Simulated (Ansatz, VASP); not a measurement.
Two plane-wave programs on As

File INCAR:

```
PREC = Accurate
ENCUT = 500
EDIFF = 1E-6
ISMEAR = 0
SIGMA = 0.1
LREAL = F
LASPH = T
NELM = 120
ALGO = Normal
ISIF = 2
LWAVE = F
LCHARG = F
GGA = PS
NBANDS = 12
GGA_COMPAT = F
```

Contents of KPOINTS:

```
Automatic mesh
0
Gamma
  6 6 6
```

Contents of POSCAR:

```
As
1.0
    1.8909704620      1.0917523053      3.3680828135
   -1.8909704620      1.0917523053      3.3680828135
    0.0000000000     -2.1835046105      3.3680828135
As
2
Direct
    0.2301848442      0.2301848442      0.2301848442
    0.7698151558      0.7698151558      0.7698151558
```

Input for Ansatz:

```yaml
crystal:
  lattice:
    - [1.890970462, 1.0917523053, 3.3680828135]
    - [-1.890970462, 1.0917523053, 3.3680828135]
    - [0.0, -2.1835046105, 3.3680828135]
  atoms:
    - { symbol: As, position: [0.2301848442, 0.2301848442, 0.2301848442] }
    - { symbol: As, position: [0.7698151558, 0.7698151558, 0.7698151558] }
basis:
  ecutwfc: 420
kpoints:
  mp_grid: { grid: [6, 6, 6] }
hamiltonian:
  xc: pbesol
  pseudopotentials: { kind: paw, azcp: { folder: soft_1 } }
scf:
  occupations: { method: gaussian, width: 0.1 }
output:
  forces: true
  stress: true
  eigenvalues: true
```

Alike in both runs: task single point; functional PBEsol; k mesh 6 × 6 × 6; occupations gaussian, width 0.1 eV; no spin polarisation.

|  | VASP | Ansatz |
| --- | --- | --- |
| version | VASP 6.6.1 | Ansatz 0.2.0 |
| potentials or method | VASP PAW PBE potentials, release 64 (As), cutoff 500 eV | scalar-relativistic, plane waves, PAW |
| valence electrons in the cell | 10 | 30 |

```csv
,VASP,Ansatz,Ansatz less VASP
gap on the k mesh at the Fermi level (eV),none,none,-
pressure (GPa),0.4,0.0,-0.36
"traceless stress, the component that is largest in VASP (GPa)",-0.11,-0.04,+0.075
rms of the force components (eV/Å),0.057,0.088,+0.0307
```

VASP's potentials were made for PBE, not for PBEsol, and Ansatz warns of the same on its side. Atom by atom the forces differ by 0.031 eV/Å (rms over components). A gap of «none» marks a metal or a gap that the smearing closes. The functional is the same, so the differences come from potentials, cutoffs and numerics. VASP's potentials hold 10 valence electrons a cell and Ansatz's 30, so a difference there can come from the potentials and not from the codes.
